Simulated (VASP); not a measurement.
# Si2OsPd2 (I4/mmm) in VASP: single point with PBE

Aim: the single point of Si2OsPd2 with PBE.

All numbers are computed with VASP 6.6.1; they aren't measurements. Logs are shortened: lines on timing, memory, paths and dates and some standing lists are left out, and cuts for length are marked.

### 1 The cell of the first run

It takes space group I4/mmm (No. 139, tetragonal). The conventional cell has a = 3.827 Å, b = 3.827 Å, c = 9.326 Å, α = 90.00°, β = 90.00°, γ = 90.00°. Os (site symmetry 4/mmm) has 10 Si at 2.92 to 3.57 Å and 8 Pd at 3.02 Å and 4 Os at 3.83 Å within 3.9 Å. Pd (site symmetry -4m2) has 4 Si at 2.28 Å and 4 Pd at 2.71 Å and 4 Os at 3.02 Å within 3.1 Å. Si (site symmetry 4mm) has 1 Si at 2.18 Å and 4 Pd at 2.28 Å and 4 Os at 2.92 Å within 3.0 Å.

### 2 Single point, PBE

Input file POSCAR:

```
Si2OsPd2
1.0
    0.0000000000      3.8274380000      0.0000000000
    3.8274380000      0.0000000000      0.0000000000
    1.9137190000      1.9137190000     -4.6630130000
Os Pd Si
1 2 2
Direct
    0.0000000000      0.0000000000      0.0000000000
    0.7500000000      0.2500000000      0.5000000000
    0.2500000000      0.7500000000      0.5000000000
    0.3830000000      0.3830000000      0.2340000000
    0.6170000000      0.6170000000      0.7660000000
```

Input file INCAR.step1:

```
SYSTEM = Si2OsPd2
PREC = Accurate
ENCUT = 520
EDIFF = 1E-6
ISMEAR = -1
SIGMA = 0.1211
LREAL = .False.
LASPH = .True.
NELM = 80
ALGO = Normal
ISIF = 2
LWAVE = .False.
LCHARG = .True.
LMAXMIX = 4
GGA = PE
NBANDS = 26
```

Input file KPOINTS.step1:

```
regular mesh
0
Gamma
  10 10 10
  0 0 0
```

Input file INCAR.step2:

```
SYSTEM = Si2OsPd2
PREC = Accurate
ENCUT = 520
EDIFF = 1E-6
ISMEAR = -5
SIGMA = 0.1211
LREAL = .False.
LASPH = .True.
NELM = 80
ALGO = Normal
ISIF = 2
LWAVE = .False.
LCHARG = .False.
LMAXMIX = 4
GGA = PE
LORBIT = 10
NEDOS = 2001
ICHARG = 11
```

Input file KPOINTS.step2:

```
regular mesh
0
Gamma
  15 15 15
  0 0 0
```

Potentials or basis: VASP PAW PBE potentials, release 64 (Os, Pd, Si).

On the command line:

```console
$ cat potpaw_PBE.64/Os/POTCAR potpaw_PBE.64/Pd/POTCAR potpaw_PBE.64/Si/POTCAR > POTCAR
$ cp INCAR.step1 INCAR
$ cp KPOINTS.step1 KPOINTS
$ mpirun -np 1 vasp_std > vasp.out
$ cp INCAR.step2 INCAR
$ cp KPOINTS.step2 KPOINTS
$ mpirun -np 1 vasp_std > vasp.out
```

OUTCAR:

```text
SYSTEM = Si2OsPd2
   PREC = Accurate
   ENCUT = 520
   EDIFF = 1E-6
   ISMEAR = -5
   LREAL = .False.
   LASPH = .True.
   NELM = 80
   ISIF = 2
   GGA = PE
   LORBIT = 10
   ICHARG = 11

 ion  position               nearest neighbor table
   1  0.000  0.000  0.000-   5 2.92   4 2.92   5 2.92   4 2.92   4 2.92   5 2.92   5 2.92   4 2.92
                             3 3.02   2 3.02   3 3.02   2 3.02   2 3.02   3 3.02   3 3.02   2 3.02
   2  0.750  0.250  0.500-   4 2.28   5 2.28   4 2.28   5 2.28   3 2.71   3 2.71   3 2.71   3 2.71
                             1 3.02   1 3.02   1 3.02   1 3.02
   3  0.250  0.750  0.500-   4 2.28   5 2.28   4 2.28   5 2.28   2 2.71   2 2.71   2 2.71   2 2.71
                             1 3.02   1 3.02   1 3.02   1 3.02
   4  0.383  0.383  0.234-   5 2.18   3 2.28   2 2.28   3 2.28   2 2.28   1 2.92   1 2.92   1 2.92
                             1 2.92
   5  0.617  0.617  0.766-   4 2.18   3 2.28   2 2.28   2 2.28   3 2.28   1 2.92   1 2.92   1 2.92
                             1 2.92

  LATTYP: Found a body centered tetragonal cell.
 ALAT       =     3.8274380000
 C/A-ratio  =     2.4366236631

  Lattice vectors:

 A1 = (  -1.9137190000,   1.9137190000,   4.6630130000)
 A2 = (   1.9137190000,  -1.9137190000,   4.6630130000)
 A3 = (   1.9137190000,   1.9137190000,  -4.6630130000)

Analysis of symmetry for initial positions (statically):
=====================================================================
 Subroutine PRICEL returns:
 Original cell was already a primitive cell.

 Routine SETGRP: Setting up the symmetry group for a
 body centered tetragonal supercell.

 Subroutine GETGRP returns: Found 16 space group operations
 (whereof 16 operations were pure point group operations)
 out of a pool of 16 trial point group operations.

The static configuration has the point symmetry D_4h.

Analysis of symmetry for dynamics (positions and initial velocities):
=====================================================================
 Subroutine PRICEL returns:
 Original cell was already a primitive cell.

 Routine SETGRP: Setting up the symmetry group for a
 body centered tetragonal supercell.

 Subroutine GETGRP returns: Found 16 space group operations
 (whereof 16 operations were pure point group operations)
 out of a pool of 16 trial point group operations.

The dynamic configuration has the point symmetry D_4h.

 Subroutine INISYM returns: Found 16 space group operations
 (whereof 16 operations are pure point group operations),
 and found     1 'primitive' translations

----------------------------------------------------------------------------------------

                                     Primitive cell

  volume of cell :      68.3098

  direct lattice vectors                    reciprocal lattice vectors
     0.000000000  3.827438000  0.000000000     0.000000000  0.261271378  0.107226808
     3.827438000  0.000000000  0.000000000     0.261271378  0.000000000  0.107226808
     1.913719000  1.913719000 -4.663013000     0.000000000  0.000000000 -0.214453616

  length of vectors
     3.827438000  3.827438000  5.391505454     0.282418699  0.282418699  0.214453616

  position of ions in fractional coordinates (direct lattice)
     0.000000000  0.000000000  0.000000000
     0.750000000  0.250000000  0.500000000
     0.250000000  0.750000000  0.500000000
     0.383000000  0.383000000  0.234000000
     0.617000000  0.617000000  0.766000000

  ion indices of the primitive-cell ions
   primitive index   ion index
                 1           1
                 2           2
                 3           3
                 4           4
                 5           5

----------------------------------------------------------------------------------------

 KPOINTS: regular mesh

Automatic generation of k-mesh.
 Grid dimensions read from file:
 generate k-points for:   15   15   15

 Generating k-lattice:

  Cartesian coordinates                     Fractional coordinates (reciprocal lattice)
     0.000000000  0.017418092  0.007148454     0.066666667  0.000000000  0.000000000
     0.017418092  0.000000000  0.007148454     0.000000000  0.066666667  0.000000000
     0.000000000  0.000000000 -0.014296908     0.000000000  0.000000000  0.066666667

  Length of vectors
     0.018827913  0.018827913  0.014296908

  Shift w.r.t. Gamma in fractional coordinates (k-lattice)
     0.000000000  0.000000000  0.000000000

 TETIRR: Found   9700 inequivalent tetrahedra from    20250

 Subroutine IBZKPT returns following result:
 ===========================================

 Found    288 irreducible k-points:

 Following reciprocal coordinates:
            Coordinates               Weight
  0.000000  0.000000  0.000000      1.000000
  0.066667  0.000000  0.000000      8.000000
  0.133333  0.000000 -0.000000      8.000000
  0.200000  0.000000 -0.000000      8.000000
  0.266667  0.000000 -0.000000      8.000000
  0.333333  0.000000 -0.000000      8.000000
[... 16 lines left out ...]
  0.133333  0.133333 -0.000000      8.000000
  0.200000  0.133333 -0.000000     16.000000
 [... further k-points ...]
   k-points           NKPTS =    288   k-points in BZ     NKDIM =    288   number of bands    NBANDS=     22
   number of dos      NEDOS =   2001   number of ions     NIONS =      5
   total plane-waves  NPLWV =  31360
   dimension x,y,z NGX =    28 NGY =   28 NGZ =   40
   dimension x,y,z NGXF=    56 NGYF=   56 NGZF=   80
   ions per type =               1   2   2
   NGX,Y,Z   is equivalent  to a cutoff of  12.16, 12.16, 12.33 a.u.
   NGXF,Y,Z  is equivalent  to a cutoff of  24.32, 24.32, 24.67 a.u.
 SYSTEM =  Si2OsPd2
   PREC   = accura    normal or accurate (medium, high low for compatibility)
   ISTART =      0    job   : 0-new  1-cont  2-samecut
   ICHARG =     11    charge: 1-file 2-atom 10-const
   ISPIN  =      1    spin polarized calculation?
   LNONCOLLINEAR =      F non collinear calculations
   LSORBIT =      F    spin-orbit coupling
   LASPH  =      T    aspherical Exc in radial PAW
   ENCUT  =  520.0 eV  38.22 Ry    6.18 a.u.   7.12  7.12 10.02*2*pi/ulx,y,z
   NELM   =     80;   NELMIN=  2; NELMDL=  0     # of ELM steps
   EDIFF  = 0.1E-05   stopping-criterion for ELM
   LREAL  =      F    real-space projection
   EDIFFG = 0.1E-04   stopping-criterion for IOM
   NSW    =      0    number of steps for IOM
   IBRION =     -1    ionic relax: 0-MD 1-quasi-New 2-CG
   NFREE  =      0    steps in history (QN), initial steepest desc. (CG)
   ISIF   =      2    stress and relaxation
   ISYM   =      2    0-nonsym 1-usesym 2-fastsym
   POTIM  = 0.5000    time-step for ionic-motion
   TEBEG  =    0.0;   TEEND  =   0.0 temperature during run
   PSTRESS=    0.0 pullay stress
   NELECT =      36.0000    total number of electrons
   NUPDOWN=      -1.0000    fix difference up-down
   EMIN   =  10.00;   EMAX   =-10.00  energy-range for DOS
   EFERMI =   0.00;   METHOD = LEGACY
   ISMEAR =    -5;   SIGMA  =   0.12  broadening in eV -4-tet -1-fermi 0-gaus
   EFERMI_NEDOS =   21; number of points for ismear=-14 and -15
   IALGO  =     38    algorithm
   IMIX   =      4    mixing-type and parameters
     AMIX     =   0.40;   BMIX     =  1.00
     AMIX_MAG =   1.60;   BMIX_MAG =  1.00
  volume/ion in A,a.u.               =      13.66        92.20
  Fermi-wavevector in a.u.,A,eV,Ry     =   1.322355  2.498888 23.791451  1.748622
  Thomas-Fermi vector in A             =   2.452042
   LORBIT       =     10    0 simple, 1 ext, 2 COOP (PROOUT), +10 PAW based schemes
   GGA     = PE    functional components
   LHFCALC =     F    Hartree Fock is set to
   AEXX    =    0.0000 exact exchange contribution
   IVDW    =     0    specifies the selected vdW correction
   LEPSILON=     F    determine dielectric tensor
   LRPA    =     F    only Hartree local field effects (RPA)
 non-spin polarized calculation
 Fermi weights with tetrahedron method with Bloechl corrections
  energy-cutoff  :      520.00
  volume of cell :       68.31
 maximum number of plane-waves:      1858

 number of electron      35.9999993 magnetization

 Free energy of the ion-electron system (eV)
  ---------------------------------------------------
  ext. energy  EPLUGINS =         0.00000000
  ---------------------------------------------------
  free energy    TOTEN  =       -31.28273528 eV

  energy without entropy =      -31.28273528  energy(sigma->0) =      -31.28273528

 E-fermi :  11.0285     XC(G=0): -12.7987

 val. band max:       11.0692641697   @ k =  -0.0667  -0.0667   0.2667
 cond. band min:      10.9467907358   @ k =  -0.3333   0.0000   0.3333
 fundamental gap:     -0.1224734339
 Fermi energy:        11.0284625014

 k-point     1 :       0.0000    0.0000    0.0000
  band No.  band energies     occupation
      1      -1.5831      2.00000
      2       1.6702      2.00000
      3       2.9992      2.00000
      4       4.2416      2.00000
      5       4.4259      2.00000
      6       4.4259      2.00000
[... 14 lines left out ...]
     21      12.9720      0.00000
     22      13.7830      0.00000

 k-point     2 :       0.0667    0.0000    0.0000
  band No.  band energies     occupation
      1      -1.5309      2.00000
      2       1.6818      2.00000
      3       3.0486      2.00000
      4       4.2351      2.00000
      5       4.3894      2.00000
      6       4.4771      2.00000
[... 14 lines left out ...]
     21      13.4014      0.00000
     22      13.5973      0.00000
[... 523 lines left out ...]
     21      13.1973      0.00000
     22      13.7809      0.00000

 k-point    24 :       0.2000    0.1333   -0.0000
  band No.  band energies     occupation
      1      -0.8738      2.00000
      2       1.6934      2.00000
      3       3.5740      2.00000
      4       3.8990      2.00000
      5       4.6768      2.00000
      6       4.8307      2.00000
[... 14 lines left out ...]
     21      13.4175      0.00000
     22      14.0415      0.00000

 [... further k-points ...]

------------------------ aborting loop because EDIFF is reached ----------------------------------------

  FORCE on cell =-STRESS in cart. coord.  units (eV):
  Direction    XX          YY          ZZ          XY          YZ          ZX
  --------------------------------------------------------------------------------------
  -------------------------------------------------------------------------------------
  Total        8.9526249      8.9526249     10.5391610      0.0000000      0.0000000      0.0000000
  in kB      209.9800419    209.9800419    247.1915752      0.0000000      0.0000000      0.0000000
  external PRESSURE =     222.3838864 kB  Pullay stress =       0.0000000 kB

 VOLUME and BASIS-vectors are now :
 -----------------------------------------------------------------------------
  energy-cutoff  :      520.00
  volume of cell :       68.31
      direct lattice vectors                 reciprocal lattice vectors
     0.000000000  3.827438000  0.000000000     0.000000000  0.261271378  0.107226808
     3.827438000  0.000000000  0.000000000     0.261271378  0.000000000  0.107226808
     1.913719000  1.913719000 -4.663013000     0.000000000  0.000000000 -0.214453616

 POSITION                                       TOTAL-FORCE (eV/Angst)
 -----------------------------------------------------------------------------------
      0.00000      0.00000      0.00000         0.000000      0.000000      0.000000
      1.91372      3.82744     -2.33151        -0.000000     -0.000000      0.000000
      3.82744      1.91372     -2.33151         0.000000      0.000000      0.000000
      1.91372      1.91372     -1.09115         0.000000      0.000000      2.297397
      3.82744      3.82744     -3.57187         0.000000      0.000000     -2.297397
 -----------------------------------------------------------------------------------
    total drift:                               -0.000000      0.000000     -0.000000

  FREE ENERGIE OF THE ION-ELECTRON SYSTEM (eV)
  ---------------------------------------------------
  free  energy   TOTEN  =       -31.2827352813 eV

  energy  without entropy=      -31.2827352813  energy(sigma->0) =      -31.28273528

 total charge

# of ion       s       p       d       tot
------------------------------------------
    1        0.421   0.332   6.096   6.849
    2        0.592   0.851   8.747  10.190
    3        0.592   0.851   8.747  10.190
    4        0.747   0.945   0.000   1.692
    5        0.747   0.945   0.000   1.692
--------------------------------------------------
tot          3.098   3.924  23.591  30.613
```

Run time: 3 min. Hardware: 1 thread of AMD EPYC 9R45 (Zen 5), shared host; peak memory 0.52 GiB.

What came out:

```yaml
Valence_electrons_inside_the_program's_atomic_spheres: Os 6.85; Pd 10.19; Si 1.69
```

Caveat: spin-orbit coupling is left out, which moves the levels of the heavy elements; tetrahedron occupations give inexact forces and stress in metals.
